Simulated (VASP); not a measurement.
# TaAl4 (I4mm) in VASP: further runs

The runs below take TaAl4 through single point, with PBE.

All numbers are computed with VASP 6.6.1; they aren't measurements. Logs are shortened: lines on timing, memory, paths and dates and some standing lists are left out, and cuts for length are marked.

### Step 1. The cell of the first run

Symmetry: I4mm, No. 107, tetragonal system. The conventional cell has a = 6.232 Å, b = 6.232 Å, c = 5.798 Å, α = 90.00°, β = 90.00°, γ = 90.00°. Within 3.5 Å of Ta (site symmetry 4mm) lie 8 Al at 2.63 to 2.66 Å. Al (site symmetry m) has 2 Ta at 2.63 to 2.66 Å and 6 Al at 2.91 to 3.27 Å within 3.5 Å.

### Step 2. Single point, PBE

INCAR

```
PREC = Accurate ; ENCUT = 520
EDIFF = 1E-6 ; ISMEAR = 0
SIGMA = 0.1 ; LREAL = False
LASPH = True ; NELM = 60
ALGO = Normal ; ISIF = 2
LWAVE = False ; LCHARG = False
GGA = PE ; NBANDS = 20
```

KPOINTS

```
Automatic mesh
0
Gamma
  4 4 4
```

POSCAR

```
TaAl4
1.0
   -3.1162263014      3.1162263014      2.8990115800
    3.1162263014     -3.1162263014      2.8990115800
    3.1162263014      3.1162263014     -2.8990115800
Ta Al
1 4
Direct
    0.9809018285      0.9809018285      0.0000000000
    0.0173801137      0.4925007347      0.0000000000
    0.4925007347      0.0173801137      0.0000000000
    0.4925007347      0.4925007347      0.4751206210
    0.0173801137      0.0173801137      0.5248793790
```

Potentials or basis: VASP PAW PBE potentials, release 64 (Ta_pv, Al).

Command:

```console
$ cat potpaw_PBE.64/Ta_pv/POTCAR potpaw_PBE.64/Al/POTCAR > POTCAR
$ mpirun -np 1 vasp_std > vasp.out
```

OUTCAR:

```text
PREC = Accurate
   ENCUT = 520
   EDIFF = 1E-6
   ISMEAR = 0
   LREAL = False
   LASPH = True
   NELM = 60
   ISIF = 2
   GGA = PE

 ion  position               nearest neighbor table
   1  0.981  0.981  0.000-   4 2.63   3 2.63   2 2.63   5 2.63   2 2.66   3 2.66   5 2.66   4 2.66

   2  0.017  0.493  0.000-   1 2.63   1 2.66   3 2.91   3 2.91   4 2.96   5 2.96   5 3.27   4 3.27

   3  0.493  0.017  0.000-   1 2.63   1 2.66   2 2.91   2 2.91   4 2.96   5 2.96   4 3.27   5 3.27

   4  0.493  0.493  0.475-   1 2.63   1 2.66   5 2.91   5 2.91   2 2.96   3 2.96   3 3.27   2 3.27

   5  0.017  0.017  0.525-   1 2.63   1 2.66   4 2.91   4 2.91   3 2.96   2 2.96   3 3.27   2 3.27

  LATTYP: Found a body centered tetragonal cell.
 ALAT       =     6.2324526028
 C/A-ratio  =     0.9302955882

  Lattice vectors:

 A1 = (  -3.1162263014,   3.1162263014,   2.8990115800)
 A2 = (   3.1162263014,  -3.1162263014,   2.8990115800)
 A3 = (   3.1162263014,   3.1162263014,  -2.8990115800)

Analysis of symmetry for initial positions (statically):
=====================================================================
 Subroutine PRICEL returns:
 Original cell was already a primitive cell.

 Routine SETGRP: Setting up the symmetry group for a
 body centered tetragonal supercell.

 Subroutine GETGRP returns: Found  8 space group operations
 (whereof  8 operations were pure point group operations)
 out of a pool of 16 trial point group operations.

The static configuration has the point symmetry C_4v.

Analysis of symmetry for dynamics (positions and initial velocities):
=====================================================================
 Subroutine PRICEL returns:
 Original cell was already a primitive cell.

 Routine SETGRP: Setting up the symmetry group for a
 body centered tetragonal supercell.

 Subroutine GETGRP returns: Found  8 space group operations
 (whereof  8 operations were pure point group operations)
 out of a pool of 16 trial point group operations.

The dynamic configuration has the point symmetry C_4v.

 Subroutine INISYM returns: Found  8 space group operations
 (whereof  8 operations are pure point group operations),
 and found     1 'primitive' translations

----------------------------------------------------------------------------------------

                                     Primitive cell

  volume of cell :     112.6077

[... 82 lines left out ...]
   EDIFF  = 0.1E-05   stopping-criterion for ELM
   LREAL  =      F    real-space projection
   EDIFFG = 0.1E-04   stopping-criterion for IOM
   NSW    =      0    number of steps for IOM
   IBRION =     -1    ionic relax: 0-MD 1-quasi-New 2-CG
   NFREE  =      0    steps in history (QN), initial steepest desc. (CG)
   ISIF   =      2    stress and relaxation
   ISYM   =      2    0-nonsym 1-usesym 2-fastsym
   POTIM  = 0.5000    time-step for ionic-motion
   TEBEG  =    0.0;   TEEND  =   0.0 temperature during run
   PSTRESS=    0.0 pullay stress
   NELECT =      23.0000    total number of electrons
   NUPDOWN=      -1.0000    fix difference up-down
   EMIN   =  10.00;   EMAX   =-10.00  energy-range for DOS
   EFERMI =   0.00;   METHOD = LEGACY
   ISMEAR =     0;   SIGMA  =   0.10  broadening in eV -4-tet -1-fermi 0-gaus
   EFERMI_NEDOS =   21; number of points for ismear=-14 and -15
   IALGO  =     38    algorithm
   IMIX   =      4    mixing-type and parameters
     AMIX     =   0.40;   BMIX     =  1.00
     AMIX_MAG =   1.60;   BMIX_MAG =  1.00
  volume/ion in A,a.u.               =      22.52       151.98
  Fermi-wavevector in a.u.,A,eV,Ry     =   0.964113  1.821910 12.646816  0.929515
  Thomas-Fermi vector in A             =   2.093717
   LORBIT       =      0    0 simple, 1 ext, 2 COOP (PROOUT), +10 PAW based schemes
   GGA     = PE    functional components
   LHFCALC =     F    Hartree Fock is set to
   AEXX    =    0.0000 exact exchange contribution
   IVDW    =     0    specifies the selected vdW correction
   LEPSILON=     F    determine dielectric tensor
   LRPA    =     F    only Hartree local field effects (RPA)
 non-spin polarized calculation
 Gauss-broadening in eV      SIGMA  =   0.10
  energy-cutoff  :      520.00
  volume of cell :      112.61
 maximum number of plane-waves:      3050
   NGX = 19   NGY = 19   NGZ = 19

 number of electron      22.9999999 magnetization

 Free energy of the ion-electron system (eV)
  ---------------------------------------------------
  ext. energy  EPLUGINS =         0.00000000
  ---------------------------------------------------
  free energy    TOTEN  =       -25.55929190 eV

  energy without entropy =      -25.53641672  energy(sigma->0) =      -25.54785431

 E-fermi :   3.8154     XC(G=0):  -9.3297

 val. band max:        3.7872649531   @ k =   0.5000   0.2500   0.0000
 cond. band min:       3.8667234289   @ k =  -0.2500   0.2500   0.0000
 fundamental gap:      0.0794584758
 Fermi energy:         3.8153787905

 k-point     1 :       0.0000    0.0000    0.0000
  band No.  band energies     occupation
      1     -29.3319      2.00000
      2     -29.2233      2.00000
      3     -29.2233      2.00000
      4      -4.1228      2.00000
      5       0.6982      2.00000
      6       1.3213      2.00000
[... 288 lines left out ...]
     19       9.9691      0.00000
     20      10.0943      0.00000

------------------------ aborting loop because EDIFF is reached ----------------------------------------

  FORCE on cell =-STRESS in cart. coord.  units (eV):
  Direction    XX          YY          ZZ          XY          YZ          ZX
  --------------------------------------------------------------------------------------
  -------------------------------------------------------------------------------------
  Total        0.1020550      0.1020550     -0.4110667      0.0000000     -0.0000000     -0.0000000
  in kB        1.4520347      1.4520347     -5.8486416      0.0000000     -0.0000000     -0.0000000
  external PRESSURE =      -0.9815241 kB  Pullay stress =       0.0000000 kB

 VOLUME and BASIS-vectors are now :
 -----------------------------------------------------------------------------
  energy-cutoff  :      520.00
  volume of cell :      112.61
      direct lattice vectors                 reciprocal lattice vectors
    -3.116226301  3.116226301  2.899011580     0.000000000  0.160450478  0.172472578
     3.116226301 -3.116226301  2.899011580     0.160450478  0.000000000  0.172472578
     3.116226301  3.116226301 -2.899011580     0.160450478  0.160450478  0.000000000

 POSITION                                       TOTAL-FORCE (eV/Angst)
 -----------------------------------------------------------------------------------
      0.00000      0.00000      5.68729         0.000000      0.000000     -0.011980
      1.48058     -1.48058      1.47815        -0.009793      0.009793      0.002995
     -1.48058      1.48058      1.47815         0.009793     -0.009793      0.002995
      1.48058      1.48058      1.47815        -0.009793     -0.009793      0.002995
      1.63564      1.63564     -1.42086         0.009793      0.009793      0.002995
 -----------------------------------------------------------------------------------
    total drift:                               -0.000000     -0.000000      0.000205

  FREE ENERGIE OF THE ION-ELECTRON SYSTEM (eV)
  ---------------------------------------------------
  free  energy   TOTEN  =       -25.5592919015 eV

  energy  without entropy=      -25.5364167163  energy(sigma->0) =      -25.54785431
```

OSZICAR:

```text
N       E                     dE             d eps       ncg     rms          rms(c)
DAV:   1     0.684606326399E+02    0.68461E+02   -0.97597E+03   552   0.928E+02
DAV:   2    -0.230614859548E+02   -0.91522E+02   -0.88758E+02   644   0.193E+02
DAV:   3    -0.264035994107E+02   -0.33421E+01   -0.32741E+01   708   0.303E+01
DAV:   4    -0.264553931693E+02   -0.51794E-01   -0.51734E-01   608   0.402E+00
DAV:   5    -0.264564710503E+02   -0.10779E-02   -0.10777E-02   660   0.643E-01    0.137E+01
DAV:   6    -0.257819954858E+02    0.67448E+00   -0.96651E-01   592   0.382E+00    0.754E+00
DAV:   7    -0.255790387361E+02    0.20296E+00   -0.55039E-01   612   0.478E+00    0.120E+00
DAV:   8    -0.255591104010E+02    0.19928E-01   -0.76638E-02   612   0.110E+00    0.331E-01
DAV:   9    -0.255592044914E+02   -0.94090E-04   -0.80488E-03   580   0.453E-01    0.118E-01
DAV:  10    -0.255592834467E+02   -0.78955E-04   -0.82240E-04   644   0.167E-01    0.762E-02
DAV:  11    -0.255592908876E+02   -0.74409E-05   -0.10445E-04   628   0.655E-02    0.129E-02
DAV:  12    -0.255592920227E+02   -0.11351E-05   -0.80212E-06   616   0.173E-02    0.391E-03
DAV:  13    -0.255592919015E+02    0.12120E-06   -0.68936E-07   336   0.517E-03
   1 F= -.25559292E+02 E0= -.25547854E+02  d E =-.228752E-01
```

Run time: 15 s. Hardware: 1 thread of AMD EPYC 9R45 (Zen 5), shared host; peak memory 0.21 GiB.

What came out:

| Quantity | Value |
| --- | --- |
| Free energy | -25.5593 eV |
| Pressure | -0.1 GPa |
| Largest force | 0.014 eV/Å |

Forces on the atoms (eV/Å):
```
Ta   0.000  0.000 -0.012
Al  -0.010  0.010  0.003
Al   0.010 -0.010  0.003
Al  -0.010 -0.010  0.003
Al   0.010  0.010  0.003
```

Caveat: the k points lie up to 0.37 Å⁻¹ apart; spin-orbit coupling is left out, which moves the levels of the heavy elements.

### Step 3. Single point, PBE

INCAR

```
SYSTEM = TaAl4
PREC = Accurate
ENCUT = 520
EDIFF = 1E-6
ISMEAR = 0
SIGMA = 0.1
LREAL = .False.
LASPH = .True.
NELM = 100
ALGO = Fast
ISIF = 2
LWAVE = .False.
LCHARG = .True.
GGA = PE
LELF = .True.
LVHAR = .True.
NBANDS = 20
```

KPOINTS

```
Automatic mesh
0
Gamma
  10 10 10
  0 0 0
```

POSCAR

```
TaAl4
1.0
   -3.1184269247      3.1184269247      2.8967769514
    3.1184269247     -3.1184269247      2.8967769514
    3.1184269247      3.1184269247     -2.8967769514
Ta Al
1 4
Direct
    0.9792892813      0.9792892813      0.0000000000
    0.0190234049      0.4916637171      0.0000000000
    0.4916637171      0.0190234049      0.0000000000
    0.4916637171      0.4916637171      0.4726403122
    0.0190234049      0.0190234049      0.5273596878
```

Potentials or basis: VASP PAW PBE potentials, release 64 (Ta_pv, Al).

Command:

```console
$ cat potpaw_PBE.64/Ta_pv/POTCAR potpaw_PBE.64/Al/POTCAR > POTCAR
$ mpirun -np 1 vasp_std > vasp.out
```

Wall time 2.6 min (1 thread of AMD EPYC 9R45 (Zen 5), shared host); peak memory 0.35 GiB.

The run converged. Its results:

| Item | Value |
| --- | --- |
| Free energy | -25.5409 eV |
| Pressure | 0.0 GPa |

Forces in eV/Å, atoms in the order of the input:
```
Ta   0.000  0.000 -0.002
Al   0.000  0.000  0.001
Al   0.000  0.000  0.001
Al   0.000  0.000  0.001
Al   0.000  0.000  0.001
```

Levels at points of the mesh, in eV from the Fermi level:
```
           k point  band 9  band 10  band 11  band 12  band 13  band 14
(0.00, 0.00, 0.00)   -0.27    -0.27    -0.16    -0.16     0.36     0.65
(0.50, 0.00, 0.00)   -0.95    -0.53    -0.39     0.05     1.84     2.98
(0.50, 0.50, 0.00)   -0.87    -0.61    -0.43    -0.34     1.40     2.35
(0.50, 0.50, 0.50)   -2.94    -1.01    -0.73    -0.73     3.15     3.50
```

Caveat: spin-orbit coupling is left out, which moves the levels of the heavy elements.
